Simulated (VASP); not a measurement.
# Zn8O6F (a cell with a defect) in VASP: notebook

The runs below take Zn8O6F (a cell with a defect) through single point, with PBE+D3(BJ).

Everything below comes from runs of VASP 6.6.1. Logs are shortened: lines on timing, memory, paths and dates and some standing lists are left out, and cuts for length are marked.

## Step 1: The cell of the first run

The cell holds a defect, 15 atoms: a = 6.499 Å, b = 5.628 Å, c = 5.205 Å, α = 90.00°, β = 90.00°, γ = 90.00°.

## Step 2: Single point, PBE+D3(BJ)

INCAR

```
PREC = Accurate ; ENCUT = 520
EDIFF = 1E-6 ; ISMEAR = -1
SIGMA = 0.05 ; LREAL = Auto
LASPH = T ; NELM = 80
ALGO = Normal ; ISIF = 2
LWAVE = F ; LCHARG = F
GGA = PE ; IVDW = 12
NBANDS = 82 ; NELECT = 138.0
```

KPOINTS

```
regular mesh
0
Gamma
  2 3 3
```

POSCAR

```
Zn8O6F
1.0
   -3.2494000000     -5.6281260000      0.0000000000
    4.8741000000     -2.8140630000      0.0000000000
    0.0000000000      0.0000000000      5.2054000000
Zn O F
8 6 1
Direct
    0.4894636521      0.3324349503     -0.0029279210
    0.4948707421      0.6653739130      0.4969097476
    0.2491433351      0.8637109113     -0.0054760441
    0.2687682138      0.1550262477      0.5734844584
    0.0333422708      0.3108972681     -0.0493308872
    0.0041214561      0.6961133869      0.5065770162
    0.7516198605      0.8250787991     -0.0055490452
    0.7275102288      0.1549161358      0.5039288047
    0.4853065777      0.3292017385      0.3794951397
    0.4916699960      0.6699147504      0.8814840358
    0.2505918471      0.8537077918      0.3766139009
    0.0096229932      0.6572242987      0.8828040112
    0.7491268692      0.8295580412      0.3771569908
    0.7540554540      0.1712726026      0.8821679410
    0.0014131756      0.3319593305      0.3688725170
```

Potentials or basis: VASP PAW PBE potentials, release 64 (Zn, O, F).

Command:

```
$ cat potpaw_PBE.64/Zn/POTCAR potpaw_PBE.64/O/POTCAR potpaw_PBE.64/F/POTCAR > POTCAR
$ mpirun -np 1 vasp_std > vasp.out
```

OUTCAR:

```text
PREC = Accurate
   ENCUT = 520
   EDIFF = 1E-6
   ISMEAR = -1
   LREAL = Auto
   LASPH = T
   NELM = 80
   ISIF = 2
   GGA = PE
   IVDW = 12
   NELECT = 138.0
 IVDW          = 12

 ion  position               nearest neighbor table
   1  0.489  0.332  0.997-   9 1.99  10 1.99  14 2.03   4 2.81   5 2.98
   2  0.495  0.665  0.497-   9 1.99  13 1.99  10 2.00  11 2.01
   3  0.249  0.864  0.995-  11 1.99  10 2.01  12 2.03   4 2.74   5 2.89
   4  0.269  0.155  0.573-  11 1.98   9 1.99  15 2.27   5 2.64   3 2.74   1 2.81   8 3.00
   5  0.033  0.311  0.951-  12 1.99  14 2.01  15 2.19   4 2.64   3 2.89   1 2.98
   6  0.004  0.696  0.507-  13 1.94  11 1.95  12 1.97  15 2.17
   7  0.752  0.825  0.994-  10 1.99  13 1.99  12 2.01  14 2.03
   8  0.728  0.155  0.504-  13 1.95   9 1.96  14 1.98  15 2.16   4 3.00
   9  0.485  0.329  0.379-   8 1.96   2 1.99   4 1.99   1 1.99
  10  0.492  0.670  0.881-   7 1.99   1 1.99   2 2.00   3 2.01
  11  0.251  0.854  0.377-   6 1.95   4 1.98   3 1.99   2 2.01
  12  0.010  0.657  0.883-   6 1.97   5 1.99   7 2.01   3 2.03
  13  0.749  0.830  0.377-   6 1.94   8 1.95   7 1.99   2 1.99
  14  0.754  0.171  0.882-   8 1.98   5 2.01   1 2.03   7 2.03
  15  0.001  0.332  0.369-   8 2.16   6 2.17   5 2.19   4 2.27

  LATTYP: Found a simple orthorhombic cell.
 ALAT       =     5.2054000000
 B/A-ratio  =     1.0812091137
 C/A-ratio  =     1.2484727575

  Lattice vectors:

 A1 = (   0.0000000000,   0.0000000000,  -5.2054000000)
 A2 = (   4.8741000000,  -2.8140630000,   0.0000000000)
 A3 = (  -3.2494000000,  -5.6281260000,   0.0000000000)

Analysis of symmetry for initial positions (statically):
=====================================================================
 Subroutine PRICEL returns:
 Original cell was already a primitive cell.

 Routine SETGRP: Setting up the symmetry group for a
 simple orthorhombic supercell.

 Subroutine GETGRP returns: Found  1 space group operations
 (whereof  1 operations were pure point group operations)
 out of a pool of  8 trial point group operations.

The static configuration has the point symmetry C_1 .

Analysis of symmetry for dynamics (positions and initial velocities):
=====================================================================
 Subroutine PRICEL returns:
 Original cell was already a primitive cell.

 Routine SETGRP: Setting up the symmetry group for a
 simple orthorhombic supercell.

 Subroutine GETGRP returns: Found  1 space group operations
[... 130 lines left out ...]
   EFERMI_NEDOS =   21; number of points for ismear=-14 and -15
   IALGO  =     38    algorithm
   IMIX   =      4    mixing-type and parameters
     AMIX     =   0.40;   BMIX     =  1.00
     AMIX_MAG =   1.60;   BMIX_MAG =  1.00
  volume/ion in A,a.u.               =      12.69        85.66
  Fermi-wavevector in a.u.,A,eV,Ry     =   1.470565  2.778964 29.423426  2.162561
  Thomas-Fermi vector in A             =   2.585806
   LORBIT       =      0    0 simple, 1 ext, 2 COOP (PROOUT), +10 PAW based schemes
   GGA     = PE    functional components
   LHFCALC =     F    Hartree Fock is set to
   AEXX    =    0.0000 exact exchange contribution
   IVDW    =    12    specifies the selected vdW correction
   LEPSILON=     F    determine dielectric tensor
   LRPA    =     F    only Hartree local field effects (RPA)
 non-spin polarized calculation
  energy-cutoff  :      520.00
  volume of cell :      190.39
 maximum number of plane-waves:      5148
   NGX = 25   NGY = 21   NGZ = 19

 number of electron     138.0000043 magnetization

 Free energy of the ion-electron system (eV)
  ---------------------------------------------------
  ext. energy  EPLUGINS =         0.00000000
  ---------------------------------------------------
  free energy    TOTEN  =       -62.49154590 eV

  energy without entropy =      -62.49154579  energy(sigma->0) =      -62.49154585

 E-fermi :   1.6774     XC(G=0): -10.6418

 val. band max:        0.8844878652   @ k =   0.5000   0.0000   0.0000
 cond. band min:       2.3902970199   @ k =   0.5000   0.0000   0.0000
 fundamental gap:      1.5058091547
 Fermi energy:         1.6774068342

 k-point     1 :       0.0000    0.0000    0.0000
  band No.  band energies     occupation
      1     -22.1325      2.00000
      2     -16.8760      2.00000
      3     -16.4423      2.00000
      4     -16.3764      2.00000
      5     -16.2638      2.00000
      6     -16.1282      2.00000
[... 829 lines left out ...]
     80       9.1191      0.00000
     81       9.6399      0.00000
 [bands above 81 left out]

------------------------ aborting loop because EDIFF is reached ----------------------------------------

 Edisp (eV)   -3.32697

 E8    (eV) :    -1.2703

  FORCE on cell =-STRESS in cart. coord.  units (eV):
  Direction    XX          YY          ZZ          XY          YZ          ZX
  --------------------------------------------------------------------------------------
  -------------------------------------------------------------------------------------
  Total     -10.37905    -9.27242    -8.92886     0.11646    -0.27727    -0.17265
  in kB     -87.34079   -78.02838   -75.13729     0.98003    -2.33328    -1.45285
  external pressure =      -80.17 kB  Pullay stress =        0.00 kB

 VOLUME and BASIS-vectors are now :
 -----------------------------------------------------------------------------
  energy-cutoff  :      520.00
  volume of cell :      190.39
      direct lattice vectors                 reciprocal lattice vectors
    -3.249400000 -5.628126000  0.000000000    -0.076937281 -0.133259277  0.000000000
     4.874100000 -2.814063000  0.000000000     0.153874561 -0.088839518  0.000000000
     0.000000000  0.000000000  5.205400000     0.000000000  0.000000000  0.192108195

 POSITION                                       TOTAL-FORCE (eV/Angst)
 -----------------------------------------------------------------------------------
      0.02986     -3.69026      5.19016        -0.009316      0.028443     -0.016419
      1.63507     -4.65760      2.58661         0.003620     -0.005894     -0.006359
      3.40025     -3.83275      5.17690         0.044154     -0.011090     -0.025205
     -0.11772     -1.94891      2.98522         0.013252      0.009472      0.042634
      1.40700     -1.06254      4.94861        -0.033588     -0.011411      0.008029
      3.37953     -1.98210      2.63694        -0.021793      0.021104     -0.010836
      1.57920     -6.55203      5.17652         0.000011     -0.011358     -0.008047
     -1.60889     -4.53046      2.62315         0.007050     -0.025557     -0.017340
      0.02761     -3.65776      1.97542         0.011136      0.018361     -0.004585
      1.66760     -4.65236      4.58848         0.006966      0.011717     -0.004663
      3.34678     -3.81275      1.96043        -0.002196     -0.019357     -0.010296
      3.17211     -1.90363      4.59535         0.000873     -0.015128      0.016049
      1.60914     -6.55061      1.96325         0.003200      0.012108     -0.007414
     -1.61543     -4.72589      4.59204        -0.005240      0.016579      0.022218
      1.61341     -0.94211      1.92013        -0.018129     -0.017988      0.022234
 -----------------------------------------------------------------------------------
    total drift:                               -0.005756     -0.003863     -0.006804

  FREE ENERGIE OF THE ION-ELECTRON SYSTEM (eV)
  ---------------------------------------------------
  free  energy   TOTEN  =       -65.8185130195 eV

  energy  without entropy=      -65.8185129024  energy(sigma->0) =      -65.81851296
```

Run time: 6.4 min. Hardware: 1 thread of Oxide Virtual Turin-like, shared host; peak memory 0.29 GiB.

Results:

- Free energy: -65.8185 eV
- Largest force: 0.052 eV/Å
- Dispersion energy per atom: -0.222 eV

Forces in eV/Å, atoms in the order of the input:
```
Zn  -0.009  0.028 -0.016
Zn   0.004 -0.006 -0.006
Zn   0.044 -0.011 -0.025
Zn   0.013  0.009  0.043
Zn  -0.034 -0.011  0.008
Zn  -0.022  0.021 -0.011
Zn   0.000 -0.011 -0.008
Zn   0.007 -0.026 -0.017
O    0.011  0.018 -0.005
O    0.007  0.012 -0.005
O   -0.002 -0.019 -0.010
O    0.001 -0.015  0.016
O    0.003  0.012 -0.007
O   -0.005  0.017  0.022
F   -0.018 -0.018  0.022
```

Caveat: the k points lie up to 0.48 Å⁻¹ apart; the cell carries a net charge on a neutralising background, which shifts energy and pressure; the cell is charged against a uniform background, so pressure and absolute levels hang on convention.

## Step 3: Single point, PBE+D3(BJ)

INCAR

```
PREC = Accurate ; ENCUT = 520
EDIFF = 1E-7 ; ISMEAR = -1
SIGMA = 0.05 ; LREAL = Auto
LASPH = True ; NELM = 60
ALGO = Normal ; ISIF = 2
LWAVE = False ; LCHARG = True
GGA = PE ; IVDW = 12
LELF = True ; LVHAR = True
NBANDS = 82 ; NELECT = 138.0
```

KPOINTS is that of step 2.

POSCAR

```
Zn8O6F
1.0
   -3.2494000000     -5.6281260000      0.0000000000
    4.8741000000     -2.8140630000      0.0000000000
    0.0000000000      0.0000000000      5.2054000000
Zn O F
8 6 1
Direct
    0.5256601621      0.3518003592      0.0134003151
    0.4973270159      0.6687188210      0.5202918123
    0.2432527966      0.8374029333      0.0045815884
    0.2511798443      0.1701593702      0.3191017021
    0.0479166892      0.2951969574     -0.0628931494
    0.0025613879      0.6999193644      0.5351018173
    0.7574862311      0.8258685212      0.0225415914
    0.7185658828      0.1443310518      0.5345512353
    0.5041014259      0.3389951321      0.3987766550
    0.4977360403      0.6772832912      0.8997535252
    0.2514258625      0.8314261500      0.4001058516
    0.0043264635      0.6452016599      0.9078956468
    0.7510583934      0.8276217442      0.4002345641
    0.7609177723      0.1632365379      0.9067551005
    0.0069543310      0.3242976966      0.4934848427
```

Potentials or basis: VASP PAW PBE potentials, release 64 (Zn, O, F).

Command:

```
$ cat potpaw_PBE.64/Zn/POTCAR potpaw_PBE.64/O/POTCAR potpaw_PBE.64/F/POTCAR > POTCAR
$ mpirun -np 1 vasp_std > vasp.out
```

Wall time 6.9 min (1 thread of Oxide Virtual Turin-like, shared host); peak memory 0.29 GiB.

Results (log left out):

```
Free energy                : -65.2226 eV
Largest force              : 0.056 eV/Å
Dispersion energy per atom : -0.221 eV
```

Forces in eV/Å, atoms in the order of the input:
```
Zn  -0.001  0.038 -0.006
Zn  -0.005 -0.006  0.001
Zn   0.040 -0.024 -0.007
Zn   0.017  0.009 -0.026
Zn  -0.047 -0.026  0.018
Zn  -0.015  0.012 -0.005
Zn  -0.005 -0.001 -0.011
Zn  -0.004 -0.020 -0.007
O    0.016 -0.016  0.013
O    0.023 -0.007 -0.009
O   -0.009 -0.006  0.000
O    0.003  0.024  0.016
O   -0.007  0.014 -0.016
O   -0.012 -0.004  0.020
F    0.006  0.012  0.019
```

Levels at points of the mesh, in eV from the Fermi level:
| k point | band 65 | band 66 | band 67 | band 68 | band 69 | band 70 | band 71 | band 72 | band 73 | band 74 |
| --- | --- | --- | --- | --- | --- | --- | --- | --- | --- | --- |
| (0.00, 0.00, 0.00) | -2.18 | -2.01 | -1.65 | -1.39 | -1.36 | 1.81 | 2.83 | 3.07 | 3.75 | 4.92 |
| (0.50, 0.00, 0.00) | -2.30 | -1.93 | -1.61 | -1.59 | -0.84 | 0.69 | 3.26 | 3.72 | 3.93 | 4.32 |

Caveat: the k points lie up to 0.48 Å⁻¹ apart; the cell carries a net charge on a neutralising background, which shifts energy and pressure; the cell is charged against a uniform background, so pressure and absolute levels hang on convention.
